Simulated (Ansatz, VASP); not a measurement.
InSb3 in VASP and in Ansatz

```
CELL_PARAMETERS angstrom
4.75430 0.00000 0.00000
0.00000 4.75430 0.00000
0.00000 0.00000 5.05145
ATOMIC_POSITIONS crystal
In 0.00000 0.00000 0.00000
Sb 0.50000 0.00000 0.50000
Sb 0.00000 0.50000 0.50000
Sb 0.50000 0.50000 0.00000
```

Alike in both runs: task single point; functional PBEsol; k mesh 10 × 10 × 10; occupations gaussian, width 0.15 eV; no spin polarisation.

```csv
,VASP,Ansatz
version,VASP 6.6.1,Ansatz 0.2.0
potentials or method,"VASP PAW PBE potentials, release 64 (In_d, Sb), cutoff 520 eV","scalar-relativistic, plane waves, PAW"
valence electrons in the cell,28,58
```

```csv
,VASP,Ansatz,Ansatz less VASP
gap on the k mesh at the Fermi level (eV),none,none,-
pressure (GPa),-3.8,-3.8,+0.02
"traceless stress, the component that is largest in VASP (GPa)",-0.10,-0.10,+0.004
```

VASP's potentials were made for PBE, not for PBEsol, and Ansatz warns of the same on its side. A gap of «none» marks a metal or a gap that the smearing closes. VASP's potentials hold 28 valence electrons a cell and Ansatz's 58, so a difference there can come from the potentials and not from the codes.

Spin-orbit coupling is off throughout.
